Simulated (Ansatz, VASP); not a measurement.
## Two plane-wave programs on C

The input POSCAR:

```
C
1.0
    0.0000000000      1.7165225000      1.7834000000
    1.8502775000      0.0000000000      1.7834000000
    1.8502775000      1.7165225000      0.0000000000
C
2
Direct
    0.5000000000      0.5000000000      0.5000000000
    0.7500000000      0.7500000000      0.7500000000
```

The input INCAR.step1:

```
SYSTEM = C
PREC = Accurate ; ENCUT = 910
ISMEAR = 0 ; SIGMA = 0.05
LREAL = .False. ; LASPH = .True.
NELM = 120 ; NBANDS = 11
GGA = PE ; ALGO = Normal
EDIFF = 1E-5 ; LWAVE = .True.
LCHARG = .False. ; GGA_COMPAT = .False.
```

File INCAR.step2:

```
SYSTEM = C
PREC = Accurate ; ENCUT = 910
EDIFF = 1E-6 ; ISMEAR = 0
SIGMA = 0.05 ; LREAL = .False.
LASPH = .True. ; NELM = 120
ALGO = Normal ; ISIF = 2
LWAVE = .False. ; LCHARG = .False.
METAGGA = R2SCAN ; LMIXTAU = .True.
NBANDS = 11 ; ISTART = 1
GGA_COMPAT = .False.
```

File KPOINTS:

```
regular mesh
0
Gamma
  12 12 12
  0 0 0
```

Input for Ansatz:

```yaml
crystal:
  lattice:
    - [0.0, 1.7165225, 1.7834]
    - [1.8502775, 0.0, 1.7834]
    - [1.8502775, 1.7165225, 0.0]
  atoms:
    - { symbol: C, position: [0.5, 0.5, 0.5] }
    - { symbol: C, position: [0.75, 0.75, 0.75] }
basis:
  ecutwfc: 500
kpoints:
  mp_grid: { grid: [12, 12, 12] }
hamiltonian:
  xc: r2scan
scf:
  occupations: { method: gaussian, width: 0.05 }
output:
  forces: true
  stress: true
  eigenvalues: true
```

Change from the starting cell: strain +0.0375 x Voigt [1, -1, 0, 0, 0, 0], atoms carried along.

Alike in both runs: task single point; functional r2SCAN; k mesh 12 × 12 × 12; occupations gaussian, width 0.05 eV; no spin polarisation.

|  | VASP | Ansatz |
| --- | --- | --- |
| version | VASP 6.6.1 | Ansatz 0.2.0 |
| potentials or method | VASP PAW PBE potentials, release 64 (C_h), cutoff 910 eV | scalar-relativistic, plane waves, PAW |
| valence electrons in the cell | 8 | 8 |

```tsv
	VASP	Ansatz	Ansatz less VASP
gap on the k mesh at the Fermi level (eV)	2.90	2.90	-0.001
least direct gap on the mesh (eV)	4.85	4.85	+0.002
```

VASP's potentials were made for PBE, not for r2SCAN.

Noted on VASP's run: the cutoff is short for stress, so the pressure is rough.
